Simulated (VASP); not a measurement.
# Ag (Fm-3m) in VASP: single point with LDA

Aim: the single point of Ag with LDA.

Program: VASP 6.6.1. These are calculated values, not measurements. Logs are shortened: lines on timing, memory, paths and dates and some standing lists are left out, and cuts for length are marked.

### 1 The cell of the first run

It takes space group Fm-3m (No. 225, cubic). Conventional cell: a = 4.000 Å, b = 4.000 Å, c = 4.000 Å, α = 90.00°, β = 90.00°, γ = 90.00°. Within 3.7 Å of Ag (site symmetry m-3m) lie 12 Ag at 2.83 Å.

### 2 Single point, LDA

INCAR reads:

```
SYSTEM = Ag
  PREC = Accurate
  ENCUT = 500
  EDIFF = 1E-6
  ISMEAR = -1
  SIGMA = 0.05
  LREAL = .FALSE.
  LASPH = .TRUE.
  NELM = 120
  ALGO = Normal
  ISIF = 2
  LWAVE = .FALSE.
  LCHARG = .FALSE.
  NBANDS = 42
  GGA_COMPAT = .FALSE.
```

KPOINTS reads:

```
Automatic mesh
0
G
  6 13 8
  0 0 0
```

POSCAR reads:

```
Ag
1.0
   -4.0000206249      4.0000206249      4.0000206249
    0.0000000000     -2.0000103124      2.0000103124
    4.0000206249      2.0000103124      2.0000103124
Ag
6
Direct
    0.0000000000      0.0000000000      0.0000000000
    0.0000000000      0.5000000000      0.5000000000
    0.3333333330      0.0000000000      0.3333333330
    0.3333333330      0.5000000000      0.8333333330
    0.6666666670      0.5000000000      0.1666666670
    0.6666666670      0.0000000000      0.6666666670
```

Potentials or basis: VASP PAW LDA potentials, release 64 (Ag).

The run is started by

```console
$ cat potpaw_LDA.64/Ag/POTCAR > POTCAR
$ mpirun -np 1 vasp_std > vasp.out
```

OUTCAR:

```text
SYSTEM = Ag
   PREC = Accurate
   ENCUT = 500
   EDIFF = 1E-6
   ISMEAR = -1
   LREAL = .FALSE.
   LASPH = .TRUE.
   NELM = 120
   ISIF = 2

 ion  position               nearest neighbor table
   1  0.000  0.000  0.000-   3 2.83   6 2.83   5 2.83   4 2.83   4 2.83   5 2.83   2 2.83   2 2.83
                             2 2.83   2 2.83
   2  0.000  0.500  0.500-   4 2.83   5 2.83   3 2.83   6 2.83   3 2.83   6 2.83   1 2.83   1 2.83
                             1 2.83   1 2.83
   3  0.333  0.000  0.333-   1 2.83   2 2.83   2 2.83   4 2.83   4 2.83   4 2.83   4 2.83   5 2.83
                             5 2.83   6 2.83
   4  0.333  0.500  0.833-   2 2.83   1 2.83   1 2.83   3 2.83   3 2.83   3 2.83   3 2.83   6 2.83
                             6 2.83   5 2.83
   5  0.667  0.500  0.167-   2 2.83   1 2.83   1 2.83   6 2.83   6 2.83   6 2.83   6 2.83   3 2.83
                             3 2.83   4 2.83
   6  0.667  0.000  0.667-   1 2.83   2 2.83   2 2.83   5 2.83   5 2.83   5 2.83   5 2.83   4 2.83
                             4 2.83   3 2.83

  LATTYP: Found a simple orthorhombic cell.
 ALAT       =     2.8284417087
 B/A-ratio  =     1.7320508076
 C/A-ratio  =     2.4494897428

  Lattice vectors:

 A1 = (   0.0000000000,  -2.0000103124,   2.0000103124)
 A2 = (   4.0000206249,   2.0000103124,   2.0000103124)
 A3 = (  -4.0000206249,   4.0000206249,   4.0000206249)

Analysis of symmetry for initial positions (statically):
=====================================================================
 Subroutine PRICEL returns following result:

  LATTYP: Found a face centered cubic cell.
 ALAT       =     4.0000206229

  Lattice vectors:

 A1 = (   2.0000103125,  -2.0000103104,   0.0000000020)
 A2 = (   0.0000000000,  -2.0000103104,  -2.0000103104)
 A3 = (   2.0000103125,   0.0000000020,  -2.0000103104)

   6 primitive cells build up your supercell.

 Routine SETGRP: Setting up the symmetry group for a
 simple orthorhombic supercell.

 Subroutine GETGRP returns: Found  4 space group operations
 (whereof  4 operations were pure point group operations)
 out of a pool of  8 trial point group operations.

The static configuration has the point symmetry C_2h.

Analysis of symmetry for dynamics (positions and initial velocities):
=====================================================================
 Subroutine PRICEL returns following result:

  LATTYP: Found a face centered cubic cell.
 ALAT       =     4.0000206229

  Lattice vectors:

 A1 = (   2.0000103125,  -2.0000103104,   0.0000000020)
 A2 = (   0.0000000000,  -2.0000103104,  -2.0000103104)
 A3 = (   2.0000103125,   0.0000000020,  -2.0000103104)

   6 primitive cells build up your supercell.

 Routine SETGRP: Setting up the symmetry group for a
 simple orthorhombic supercell.

 Subroutine GETGRP returns: Found  4 space group operations
 (whereof  4 operations were pure point group operations)
 out of a pool of  8 trial point group operations.

The dynamic configuration has the point symmetry C_2h.

 Subroutine INISYM returns: Found  4 space group operations
 (whereof  4 operations are pure point group operations),
 and found     6 'primitive' translations

----------------------------------------------------------------------------------------

                                     Primitive cell

  volume of cell :      16.0002

  direct lattice vectors                    reciprocal lattice vectors
     2.000010312 -2.000010310  0.000000002     0.249998711 -0.249998711  0.249998711
     0.000000000 -2.000010310 -2.000010310    -0.249998711 -0.249998711 -0.249998711
     2.000010312  0.000000002 -2.000010310     0.249998711  0.249998711 -0.249998711

  length of vectors
     2.828441707  2.828441706  2.828441707     0.433010469  0.433010469  0.433010469

  position of ions in fractional coordinates (direct lattice)
     0.000000000  0.000000000  0.000000000

  ion indices of the primitive-cell ions
   primitive index   ion index
                 1           1

----------------------------------------------------------------------------------------

 KPOINTS: Automatic mesh

Automatic generation of k-mesh.
 Grid dimensions read from file:
 generate k-points for:    6   13    8

 Generating k-lattice:

  Cartesian coordinates                     Fractional coordinates (reciprocal lattice)
    -0.013888817  0.013888817  0.013888817     0.166666667  0.000000000  0.000000000
     0.000000000 -0.019230670  0.019230670     0.000000000  0.076923077  0.000000000
     0.020833226  0.010416613  0.010416613     0.000000000  0.000000000  0.125000000

  Length of vectors
     0.024056137  0.027196274  0.025515387

  Shift w.r.t. Gamma in fractional coordinates (k-lattice)
     0.000000000  0.000000000  0.000000000

 Subroutine IBZKPT returns following result:
 ===========================================

 Found    182 irreducible k-points:

 Following reciprocal coordinates:
            Coordinates               Weight
  0.000000  0.000000  0.000000      1.000000
  0.166667  0.000000  0.000000      2.000000
  0.333333  0.000000  0.000000      2.000000
  0.500000  0.000000  0.000000      1.000000
  0.000000  0.076923  0.000000      2.000000
  0.166667  0.076923  0.000000      4.000000
[... 16 lines left out ...]
  0.333333  0.384615  0.000000      4.000000
  0.500000  0.384615  0.000000      2.000000
 [... further k-points ...]
   k-points           NKPTS =    182   k-points in BZ     NKDIM =    182   number of bands    NBANDS=     42
   number of dos      NEDOS =    301   number of ions     NIONS =      6
   total plane-waves  NPLWV =  46656
   dimension x,y,z NGX =    54 NGY =   24 NGZ =   36
   dimension x,y,z NGXF=   108 NGYF=   48 NGZF=   72
   ions per type =               6
   NGX,Y,Z   is equivalent  to a cutoff of  12.96, 14.11, 12.22 a.u.
   NGXF,Y,Z  is equivalent  to a cutoff of  25.92, 28.21, 24.43 a.u.
 SYSTEM =  Ag
   PREC   = accura    normal or accurate (medium, high low for compatibility)
   ISTART =      0    job   : 0-new  1-cont  2-samecut
   ICHARG =      2    charge: 1-file 2-atom 10-const
   ISPIN  =      1    spin polarized calculation?
   LNONCOLLINEAR =      F non collinear calculations
   LSORBIT =      F    spin-orbit coupling
   LASPH  =      T    aspherical Exc in radial PAW
   ENCUT  =  500.0 eV  36.75 Ry    6.06 a.u.  12.63  5.16  8.93*2*pi/ulx,y,z
   NELM   =    120;   NELMIN=  2; NELMDL= -5     # of ELM steps
   EDIFF  = 0.1E-05   stopping-criterion for ELM
   LREAL  =      F    real-space projection
[... 7 lines left out ...]
   TEBEG  =    0.0;   TEEND  =   0.0 temperature during run
   PSTRESS=    0.0 pullay stress
   NELECT =      66.0000    total number of electrons
   NUPDOWN=      -1.0000    fix difference up-down
   EMIN   =  10.00;   EMAX   =-10.00  energy-range for DOS
   EFERMI =   0.00;   METHOD = LEGACY
   ISMEAR =    -1;   SIGMA  =   0.05  broadening in eV -4-tet -1-fermi 0-gaus
   EFERMI_NEDOS =   21; number of points for ismear=-14 and -15
   IALGO  =     38    algorithm
   IMIX   =      4    mixing-type and parameters
     AMIX     =   0.40;   BMIX     =  1.00
     AMIX_MAG =   1.60;   BMIX_MAG =  1.00
  volume/ion in A,a.u.               =      16.00       107.97
  Fermi-wavevector in a.u.,A,eV,Ry     =   1.444875  2.730417 28.404375  2.087663
  Thomas-Fermi vector in A             =   2.563120
   LORBIT       =      0    0 simple, 1 ext, 2 COOP (PROOUT), +10 PAW based schemes
   GGA     = CA    functional components
   LHFCALC =     F    Hartree Fock is set to
   AEXX    =    0.0000 exact exchange contribution
   IVDW    =     0    specifies the selected vdW correction
   LEPSILON=     F    determine dielectric tensor
   LRPA    =     F    only Hartree local field effects (RPA)
 non-spin polarized calculation
  energy-cutoff  :      500.00
  volume of cell :       96.00
 maximum number of plane-waves:      2472
 NGX is ok and might be reduce to    54
   NGX = 25   NGY = 11   NGZ = 17

 number of electron      66.0000004 magnetization

 Free energy of the ion-electron system (eV)
  ---------------------------------------------------
  ext. energy  EPLUGINS =         0.00000000
  ---------------------------------------------------
  free energy    TOTEN  =       -22.70399556 eV

  energy without entropy =      -22.69283274  energy(sigma->0) =      -22.69841415

 E-fermi :   9.1246     XC(G=0): -12.9615

 val. band max:        9.1176272024   @ k =  -0.3333  -0.4615   0.3750
 cond. band min:       9.1497880448   @ k =  -0.1667  -0.2308   0.1250
 fundamental gap:      0.0321608424
 Fermi energy:         9.1245963298

 k-point     1 :       0.0000    0.0000    0.0000
  band No.  band energies     occupation
      1       0.7656      2.00000
      2       2.2115      2.00000
      3       2.3715      2.00000
      4       2.3789      2.00000
      5       2.3789      2.00000
      6       2.6985      2.00000
[... 34 lines left out ...]
     41      17.4389      0.00000
     42      19.9540      0.00000

 k-point     2 :       0.1667    0.0000    0.0000
  band No.  band energies     occupation
      1       0.8676      2.00000
      2       2.2631      2.00000
      3       2.3301      2.00000
      4       2.3364      2.00000
      5       2.4183      2.00000
      6       2.4896      2.00000
[... 34 lines left out ...]
     41      19.5319      0.00000
     42      19.5864      0.00000

 k-point     3 :       0.3333    0.0000    0.0000
  band No.  band energies     occupation
      1       1.1623      2.00000
      2       2.0661      2.00000
      3       2.2777      2.00000
      4       2.3197      2.00000
      5       2.3966      2.00000
      6       2.5712      2.00000
[... 897 lines left out ...]
      4       3.1016      2.00000
      5       3.1747      2.00000
      6       3.2643      2.00000
[... 34 lines left out ...]
     41      17.5223      0.00000
     42      18.1379      0.00000

 k-point    24 :       0.5000    0.3846    0.0000
  band No.  band energies     occupation
      1       2.8260      2.00000
      2       2.8260      2.00000
      3       3.1704      2.00000
      4       3.1706      2.00000
      5       3.1804      2.00000
      6       3.1804      2.00000
[... 34 lines left out ...]
     41      18.3936      0.00000
     42      18.3940      0.00000

 [... further k-points ...]

------------------------ aborting loop because EDIFF is reached ----------------------------------------

  FORCE on cell =-STRESS in cart. coord.  units (eV):
  Direction    XX          YY          ZZ          XY          YZ          ZX
  --------------------------------------------------------------------------------------
  -------------------------------------------------------------------------------------
  Total        0.3215983      0.0565126      0.0565126      0.0360094      0.1723034      0.0360095
  in kB        5.3671835      0.9431444      0.9431444      0.6009640      2.8755874      0.6009660
  external PRESSURE =       2.4178241 kB  Pullay stress =       0.0000000 kB

 VOLUME and BASIS-vectors are now :
 -----------------------------------------------------------------------------
  energy-cutoff  :      500.00
  volume of cell :       96.00
      direct lattice vectors                 reciprocal lattice vectors
    -4.000020625  4.000020625  4.000020625    -0.083332904  0.083332904  0.083332904
     0.000000000 -2.000010312  2.000010312     0.000000000 -0.249998711  0.249998711
     4.000020625  2.000010312  2.000010312     0.166665807  0.083332904  0.083332904

 POSITION                                       TOTAL-FORCE (eV/Angst)
 -----------------------------------------------------------------------------------
      0.00000      0.00000      0.00000         0.000000      0.000000      0.000000
      2.00001      0.00000      2.00001        -0.000000      0.000000     -0.000000
      0.00000      2.00001      2.00001        -0.000000      0.000000     -0.000000
      2.00001      2.00001      4.00002        -0.000000     -0.000000      0.000000
     -2.00001      2.00001      4.00002         0.000000     -0.000000     -0.000000
      0.00000      4.00002      4.00002         0.000000     -0.000000     -0.000000
 -----------------------------------------------------------------------------------
    total drift:                               -0.000000     -0.000000     -0.000000

  FREE ENERGIE OF THE ION-ELECTRON SYSTEM (eV)
  ---------------------------------------------------
  free  energy   TOTEN  =       -22.7039955558 eV

  energy  without entropy=      -22.6928327377  energy(sigma->0) =      -22.69841415
```

Run time: 2.9 min. Hardware: 1 thread of Intel Xeon 6975P-C (Granite Rapids), shared host; peak memory 0.52 GiB.

Results:

- Free energy: -22.7040 eV
- Pressure: 0.2 GPa
- Band gap on the k mesh: zero (bands 33 and 34 overlap by 6.42 eV)

Levels at points of the mesh, in eV from the Fermi level:
```csv
k point,band 29,band 30,band 31,band 32,band 33,band 34,band 35,band 36,band 37,band 38
"(0.00, 0.00, 0.00)",-3.02,-2.96,-2.96,-2.76,-2.76,0.55,0.55,1.43,4.95,4.95
"(0.50, 0.00, 0.00)",-2.99,-2.99,-2.88,-2.88,-0.66,-0.66,1.27,1.27,3.89,3.89
"(0.00, 0.00, 0.50)",-3.63,-3.63,-3.00,-3.00,-1.11,-1.11,-0.54,-0.54,9.30,9.30
"(0.50, 0.00, 0.50)",-3.47,-3.47,-3.12,-3.12,-3.12,-3.12,2.94,2.94,4.31,4.31
```
